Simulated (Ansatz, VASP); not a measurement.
## TlBr: VASP beside Ansatz

Contents of INCAR:

```
PREC = Accurate
ENCUT = 500
EDIFF = 1E-6
ISMEAR = 0
SIGMA = 0.01
LREAL = F
LASPH = T
NELM = 120
ALGO = Normal
ISIF = 2
LWAVE = F
LCHARG = F
GGA = CA
NBANDS = 17
GGA_COMPAT = F
```

The input KPOINTS:

```
regular mesh
0
Gamma
  8 8 8
```

The input POSCAR:

```
TlBr
1.0
    3.8139320570      0.0000000000      0.0000000000
    0.0000000000      3.8139320570      0.0000000000
    0.0000000000      0.0000000000      3.8139320570
Tl Br
1 1
Direct
    0.0000000000      0.0000000000      0.0000000000
    0.5000000000      0.5000000000      0.5000000000
```

Input for Ansatz:

```yaml
crystal:
  lattice:
    - [3.813932057, 0.0, 0.0]
    - [0.0, 3.813932057, 0.0]
    - [0.0, 0.0, 3.813932057]
  atoms:
    - { symbol: Tl, position: [0.0, 0.0, 0.0] }
    - { symbol: Br, position: [0.5, 0.5, 0.5] }
basis:
  ecutwfc: 420
kpoints:
  mp_grid: { grid: [8, 8, 8] }
hamiltonian:
  xc: lda
scf:
  occupations: { method: fixed }
output:
  forces: true
  stress: true
  eigenvalues: true
```

Alike in both runs: task single point; functional LDA; k mesh 8 × 8 × 8; no spin polarisation.

|  | VASP | Ansatz |
| --- | --- | --- |
| version | VASP 6.6.1 | Ansatz 0.2.0 |
| potentials or method | VASP PAW LDA potentials, release 64 (Tl_d, Br), cutoff 500 eV | scalar-relativistic, plane waves, PAW |
| occupations | gaussian, width 0.01 eV | fixed |
| valence electrons in the cell | 20 | 20 |

|  | VASP | Ansatz | Ansatz less VASP |
| --- | --- | --- | --- |
| gap on the k mesh at the Fermi level (eV) | 1.28 | 1.30 | +0.023 |
| least direct gap on the mesh (eV) | 1.28 | 1.30 | +0.023 |
| pressure (GPa) | 0.8 | 0.7 | -0.06 |

LDA's correlation is that of Perdew and Zunger in VASP and of Perdew and Wang (1992) in Ansatz.

Neither program's run includes spin-orbit coupling.
